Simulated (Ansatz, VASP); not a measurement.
**One calculation of TaWC2, two programs**

```
W Ta C
1.0
     1.57186    0.90751    5.10162
    -1.57186    0.90751    5.10162
     0.00000   -1.81502    5.10162
W Ta C
1 1 2
Direct
  0.00000 0.00000 0.00000
  0.50000 0.50000 0.50000
  0.25093 0.25093 0.25093
  0.74907 0.74907 0.74907
```

Alike in both runs: task band structure; functional PBE; k mesh 7 × 7 × 7; occupations fermi-dirac, width 0.05 eV; no spin polarisation.

|  | VASP | Ansatz |
| --- | --- | --- |
| version | VASP 6.6.1 | Ansatz 0.2.0 |
| potentials or method | VASP PAW PBE potentials, release 54 (W_sv, Ta_pv, C) | Ansatz PAW |
| plane-wave cutoff (eV) | 900 | 420 |
| valence electrons in the cell | 33 | 35 |

|  | VASP | Ansatz | Ansatz less VASP |
| --- | --- | --- | --- |
| gap on the k mesh at the Fermi level (eV) | none | none | - |
| pressure (GPa) | -1.8 | -2.5 | -0.75 |
| traceless stress, the component that is largest in VASP (GPa) | -1.36 | -1.39 | -0.027 |
| rms of the force components (eV/Å) | 0.016 | 0.013 | -0.0032 |

Atom by atom the forces differ by 0.003 eV/Å (rms over components). A gap of «none» marks a metal or a gap that the smearing closes. VASP's potentials hold 33 valence electrons a cell and Ansatz's 35, so a difference there can come from the potentials and not from the codes.

Neither program's run includes spin-orbit coupling.
